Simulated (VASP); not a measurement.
# Pd (a cell with a defect) in VASP: a series of runs

Runs on Pd (a cell with a defect). Level: PBE. Tasks: single point.

All numbers are computed with VASP 6.6.1; they aren't measurements. Logs are shortened: lines on timing, memory, paths and dates and some standing lists are left out, and cuts for length are marked.

### Step 1. The cell of the first run

The cell holds a defect, 7 atoms: a = 5.506 Å, b = 5.506 Å, c = 5.506 Å, α = 60.00°, β = 60.00°, γ = 60.00°.

### Step 2. Single point, PBE

Input file INCAR:

```
SYSTEM = Pd
  PREC = Accurate
  ENCUT = 520
  EDIFF = 1E-6
  ISMEAR = 0
  SIGMA = 0.1
  LREAL = .FALSE.
  LASPH = .TRUE.
  NELM = 80
  ALGO = Normal
  ISIF = 2
  LWAVE = .FALSE.
  LCHARG = .FALSE.
  GGA = PE
  NBANDS = 44
```

Input file KPOINTS:

```
Automatic mesh
0
G
  2 2 2
  0 0 0
```

Input file POSCAR:

```
Pd
1.0
    0.0000000000      3.8930000000      3.8930000000
    3.8930000000      0.0000000000      3.8930000000
    3.8930000000      3.8930000000      0.0000000000
Pd
7
Direct
    0.0000000000      0.0000000000      0.5000000000
    0.0000000000      0.5000000000      0.0000000000
    0.0000000000      0.5000000000      0.5000000000
    0.5000000000      0.0000000000      0.0000000000
    0.5000000000      0.0000000000      0.5000000000
    0.5000000000      0.5000000000      0.0000000000
    0.5000000000      0.5000000000      0.5000000000
```

Potentials or basis: VASP PAW PBE potentials, release 64 (Pd).

Command:

```bash
cat potpaw_PBE.64/Pd/POTCAR > POTCAR
mpirun -np 1 vasp_std > vasp.out
```

OUTCAR:

```text
SYSTEM = Pd
   PREC = Accurate
   ENCUT = 520
   EDIFF = 1E-6
   ISMEAR = 0
   LREAL = .FALSE.
   LASPH = .TRUE.
   NELM = 80
   ISIF = 2
   GGA = PE

 ion  position               nearest neighbor table
   1  0.000  0.000  0.500-   3 2.75   5 2.75   2 2.75   4 2.75   2 2.75   3 2.75   7 2.75   4 2.75
                             5 2.75   7 2.75
   2  0.000  0.500  0.000-   3 2.75   6 2.75   1 2.75   3 2.75   7 2.75   1 2.75   4 2.75   4 2.75
                             6 2.75   7 2.75
   3  0.000  0.500  0.500-   1 2.75   2 2.75   7 2.75   2 2.75   6 2.75   1 2.75   5 2.75   5 2.75
                             6 2.75   7 2.75
   4  0.500  0.000  0.000-   5 2.75   6 2.75   1 2.75   5 2.75   7 2.75   2 2.75   6 2.75   7 2.75
                             1 2.75   2 2.75
   5  0.500  0.000  0.500-   1 2.75   4 2.75   7 2.75   4 2.75   6 2.75   3 2.75   6 2.75   7 2.75
                             1 2.75   3 2.75
   6  0.500  0.500  0.000-   2 2.75   4 2.75   7 2.75   3 2.75   5 2.75   7 2.75   4 2.75   5 2.75
                             2 2.75   3 2.75
   7  0.500  0.500  0.500-   3 2.75   5 2.75   6 2.75   2 2.75   4 2.75   6 2.75   1 2.75   4 2.75
                             5 2.75   1 2.75   2 2.75   3 2.75

  LATTYP: Found a face centered cubic cell.
 ALAT       =     7.7860000000

  Lattice vectors:

 A1 = (   0.0000000000,   3.8930000000,   3.8930000000)
 A2 = (   3.8930000000,   0.0000000000,   3.8930000000)
 A3 = (   3.8930000000,   3.8930000000,   0.0000000000)

Analysis of symmetry for initial positions (statically):
=====================================================================
 Subroutine PRICEL returns:
 Original cell was already a primitive cell.

 Routine SETGRP: Setting up the symmetry group for a
 face centered cubic supercell.

 Subroutine GETGRP returns: Found 48 space group operations
 (whereof 48 operations were pure point group operations)
 out of a pool of 48 trial point group operations.

The static configuration has the point symmetry O_h .

Analysis of symmetry for dynamics (positions and initial velocities):
=====================================================================
 Subroutine PRICEL returns:
 Original cell was already a primitive cell.

 Routine SETGRP: Setting up the symmetry group for a
 face centered cubic supercell.

 Subroutine GETGRP returns: Found 48 space group operations
 (whereof 48 operations were pure point group operations)
 out of a pool of 48 trial point group operations.

The dynamic configuration has the point symmetry O_h .

 Subroutine INISYM returns: Found 48 space group operations
 (whereof 48 operations are pure point group operations),
 and found     1 'primitive' translations

----------------------------------------------------------------------------------------

                                     Primitive cell

  volume of cell :     118.0003

  direct lattice vectors                    reciprocal lattice vectors
     0.000000000  3.893000000  3.893000000    -0.128435654  0.128435654  0.128435654
     3.893000000  0.000000000  3.893000000     0.128435654 -0.128435654  0.128435654
     3.893000000  3.893000000  0.000000000     0.128435654  0.128435654 -0.128435654

  length of vectors
     5.505533398  5.505533398  5.505533398     0.222457078  0.222457078  0.222457078

  position of ions in fractional coordinates (direct lattice)
     0.000000000  0.000000000  0.500000000
     0.000000000  0.500000000  0.000000000
     0.000000000  0.500000000  0.500000000
     0.500000000  0.000000000  0.000000000
     0.500000000  0.000000000  0.500000000
     0.500000000  0.500000000  0.000000000
     0.500000000  0.500000000  0.500000000

  ion indices of the primitive-cell ions
   primitive index   ion index
                 1           1
                 2           2
                 3           3
                 4           4
                 5           5
                 6           6
                 7           7

----------------------------------------------------------------------------------------

 KPOINTS: Automatic mesh

Automatic generation of k-mesh.
 Grid dimensions read from file:
 generate k-points for:    2    2    2

 Generating k-lattice:

  Cartesian coordinates                     Fractional coordinates (reciprocal lattice)
    -0.064217827  0.064217827  0.064217827     0.500000000  0.000000000  0.000000000
     0.064217827 -0.064217827  0.064217827     0.000000000  0.500000000  0.000000000
     0.064217827  0.064217827 -0.064217827     0.000000000  0.000000000  0.500000000

  Length of vectors
     0.111228539  0.111228539  0.111228539

  Shift w.r.t. Gamma in fractional coordinates (k-lattice)
     0.000000000  0.000000000  0.000000000

 Subroutine IBZKPT returns following result:
 ===========================================

 Found      3 irreducible k-points:

 Following reciprocal coordinates:
            Coordinates               Weight
  0.000000  0.000000  0.000000      1.000000
  0.500000  0.000000  0.000000      4.000000
  0.500000  0.500000  0.000000      3.000000
   k-points           NKPTS =      3   k-points in BZ     NKDIM =      3   number of bands    NBANDS=     44
   number of dos      NEDOS =    301   number of ions     NIONS =      7
   total plane-waves  NPLWV =  74088
   dimension x,y,z NGX =    42 NGY =   42 NGZ =   42
   dimension x,y,z NGXF=    84 NGYF=   84 NGZF=   84
   ions per type =               7
   NGX,Y,Z   is equivalent  to a cutoff of  12.68, 12.68, 12.68 a.u.
   NGXF,Y,Z  is equivalent  to a cutoff of  25.36, 25.36, 25.36 a.u.
 SYSTEM =  Pd
   PREC   = accura    normal or accurate (medium, high low for compatibility)
   ISTART =      0    job   : 0-new  1-cont  2-samecut
   ICHARG =      2    charge: 1-file 2-atom 10-const
   ISPIN  =      1    spin polarized calculation?
   LNONCOLLINEAR =      F non collinear calculations
   LSORBIT =      F    spin-orbit coupling
   LASPH  =      T    aspherical Exc in radial PAW
   ENCUT  =  520.0 eV  38.22 Ry    6.18 a.u.  10.24 10.24 10.24*2*pi/ulx,y,z
   NELM   =     80;   NELMIN=  2; NELMDL= -5     # of ELM steps
   EDIFF  = 0.1E-05   stopping-criterion for ELM
   LREAL  =      F    real-space projection
   EDIFFG = 0.1E-04   stopping-criterion for IOM
   NSW    =      0    number of steps for IOM
   IBRION =     -1    ionic relax: 0-MD 1-quasi-New 2-CG
   NFREE  =      0    steps in history (QN), initial steepest desc. (CG)
   ISIF   =      2    stress and relaxation
   ISYM   =      2    0-nonsym 1-usesym 2-fastsym
   POTIM  = 0.5000    time-step for ionic-motion
   TEBEG  =    0.0;   TEEND  =   0.0 temperature during run
   PSTRESS=    0.0 pullay stress
   NELECT =      70.0000    total number of electrons
   NUPDOWN=      -1.0000    fix difference up-down
   EMIN   =  10.00;   EMAX   =-10.00  energy-range for DOS
   EFERMI =   0.00;   METHOD = LEGACY
   ISMEAR =     0;   SIGMA  =   0.10  broadening in eV -4-tet -1-fermi 0-gaus
   EFERMI_NEDOS =   21; number of points for ismear=-14 and -15
   IALGO  =     38    algorithm
   IMIX   =      4    mixing-type and parameters
     AMIX     =   0.40;   BMIX     =  1.00
     AMIX_MAG =   1.60;   BMIX_MAG =  1.00
  volume/ion in A,a.u.               =      16.86       113.76
  Fermi-wavevector in a.u.,A,eV,Ry     =   1.375561  2.599433 25.744500  1.892167
  Thomas-Fermi vector in A             =   2.500885
   LORBIT       =      0    0 simple, 1 ext, 2 COOP (PROOUT), +10 PAW based schemes
   GGA     = PE    functional components
   LHFCALC =     F    Hartree Fock is set to
   AEXX    =    0.0000 exact exchange contribution
   IVDW    =     0    specifies the selected vdW correction
   LEPSILON=     F    determine dielectric tensor
   LRPA    =     F    only Hartree local field effects (RPA)
 non-spin polarized calculation
 Gauss-broadening in eV      SIGMA  =   0.10
  energy-cutoff  :      520.00
  volume of cell :      118.00
 maximum number of plane-waves:      3218
 NGX is ok and might be reduce to    42
   NGX = 21   NGY = 21   NGZ = 21

 number of electron      70.0000003 magnetization

 Free energy of the ion-electron system (eV)
  ---------------------------------------------------
  ext. energy  EPLUGINS =         0.00000000
  ---------------------------------------------------
  free energy    TOTEN  =       -37.03595586 eV

  energy without entropy =      -36.89546738  energy(sigma->0) =      -36.96571162

 E-fermi :   8.0064     XC(G=0): -12.2174

 val. band max:        7.9866748080   @ k =   0.5000   0.0000   0.0000
 cond. band min:       8.0137812838   @ k =   0.0000   0.0000   0.0000
 fundamental gap:      0.0271064758
 Fermi energy:         8.0064421488

 k-point     1 :       0.0000    0.0000    0.0000
  band No.  band energies     occupation
      1       1.2437      2.00000
      2       2.4976      2.00000
      3       2.6687      2.00000
      4       2.6687      2.00000
      5       2.6687      2.00000
      6       3.1692      2.00000
[... 36 lines left out ...]
     43      12.1572      0.00000
     44      14.8809      0.00000

 k-point     2 :       0.5000    0.0000    0.0000
  band No.  band energies     occupation
      1       2.5761      2.00000
      2       2.9268      2.00000
      3       3.3019      2.00000
      4       3.3019      2.00000
      5       3.3649      2.00000
      6       4.0474      2.00000
[... 36 lines left out ...]
     43      12.5335      0.00000
     44      16.7468      0.00000

 k-point     3 :       0.5000    0.5000    0.0000
  band No.  band energies     occupation
      1       3.1107      2.00000
      2       3.4689      2.00000
      3       3.7569      2.00000
      4       3.8705      2.00000
      5       3.8982      2.00000
      6       4.1288      2.00000
[... 36 lines left out ...]
     43      16.4809      0.00000
     44      17.7054      0.00000

------------------------ aborting loop because EDIFF is reached ----------------------------------------

  FORCE on cell =-STRESS in cart. coord.  units (eV):
  Direction    XX          YY          ZZ          XY          YZ          ZX
  --------------------------------------------------------------------------------------
  -------------------------------------------------------------------------------------
  Total       -2.5583928     -2.5583928     -2.5583928     -0.0000000     -0.0000000      0.0000000
  in kB      -34.7371826    -34.7371826    -34.7371826     -0.0000000     -0.0000000      0.0000000
  external PRESSURE =     -34.7371826 kB  Pullay stress =       0.0000000 kB

 VOLUME and BASIS-vectors are now :
 -----------------------------------------------------------------------------
  energy-cutoff  :      520.00
  volume of cell :      118.00
      direct lattice vectors                 reciprocal lattice vectors
     0.000000000  3.893000000  3.893000000    -0.128435654  0.128435654  0.128435654
     3.893000000  0.000000000  3.893000000     0.128435654 -0.128435654  0.128435654
     3.893000000  3.893000000  0.000000000     0.128435654  0.128435654 -0.128435654

 POSITION                                       TOTAL-FORCE (eV/Angst)
 -----------------------------------------------------------------------------------
      1.94650      1.94650      0.00000        -0.000000     -0.000000      0.000000
      1.94650      0.00000      1.94650        -0.000000     -0.000000      0.000000
      3.89300      1.94650      1.94650        -0.000000     -0.000000     -0.000000
      0.00000      1.94650      1.94650         0.000000     -0.000000     -0.000000
      1.94650      3.89300      1.94650        -0.000000      0.000000     -0.000000
      1.94650      1.94650      3.89300        -0.000000     -0.000000      0.000000
      3.89300      3.89300      3.89300         0.000000      0.000000      0.000000
 -----------------------------------------------------------------------------------
    total drift:                               -0.000000     -0.000000      0.000000

  FREE ENERGIE OF THE ION-ELECTRON SYSTEM (eV)
  ---------------------------------------------------
  free  energy   TOTEN  =       -37.0359558604 eV

  energy  without entropy=      -36.8954673790  energy(sigma->0) =      -36.96571162
```

It took 17 s on 1 thread of Intel Xeon 6975P-C (Granite Rapids), shared host; peak memory 0.23 GiB.

Results:

| Item | Value |
| --- | --- |
| Free energy | -37.0360 eV |
| Pressure | -3.5 GPa |
| Band gap on the k mesh | zero (band 35 reaches 8.20 eV, above the bottom of band 36 at 7.32 eV) |

Caveat: the k points lie up to 0.70 Å⁻¹ apart.

### Step 3. Single point, PBE

Input file INCAR:

```
SYSTEM = Pd
PREC     = Accurate       ! precision mode
ENCUT    = 520            ! plane-wave cutoff, eV
EDIFF    = 1E-6           ! SCF threshold, eV
ISMEAR   = 0              ! smearing method
SIGMA    = 0.1            ! smearing width, eV
LREAL    = .False.        ! projectors in reciprocal space
LASPH    = .True.         ! aspherical terms in the spheres
NELM     = 60             ! most SCF steps
ALGO     = Normal         ! electronic algorithm
ISIF     = 2              ! what is computed and relaxed
LWAVE    = .False.        ! write WAVECAR
LCHARG   = .False.        ! write CHGCAR
GGA      = PE             ! functional
NBANDS   = 44             ! bands
```

Input file KPOINTS:

```
Automatic mesh
0
Gamma
  2 2 2
  0 0 0
```

POSCAR: that of step 2 with these lines changed.

```diff
@@ -8,3 +8,3 @@
 Direct
-    0.0000000000      0.0000000000      0.5000000000
+    0.0000000000      0.0000000000      0.0000000000
     0.0000000000      0.5000000000      0.0000000000
```

Potentials or basis: VASP PAW PBE potentials, release 64 (Pd).

Command:

```bash
cat potpaw_PBE.64/Pd/POTCAR > POTCAR
mpirun -np 1 vasp_std > vasp.out
```

Wall time 17 s (1 thread of Intel Xeon 6975P-C (Granite Rapids), shared host); peak memory 0.23 GiB.

It converged, with:

- Free energy: -37.0360 eV
- Pressure: -3.5 GPa
- Band gap on the k mesh: zero (band 35 reaches 8.20 eV, above the bottom of band 36 at 7.32 eV)

Levels at points of the mesh, in eV from the Fermi level:
```
           k point  band 34  band 35  band 36  band 37  band 38  band 39
(0.00, 0.00, 0.00)     0.20     0.20     0.20     0.95     1.61     1.61
(0.50, 0.00, 0.00)    -0.04    -0.04    -0.02     0.04     3.35     3.35
(0.50, 0.50, 0.00)    -1.12    -1.06    -0.69     0.20     1.60     2.53
```

Caveat: the k points lie up to 0.70 Å⁻¹ apart.
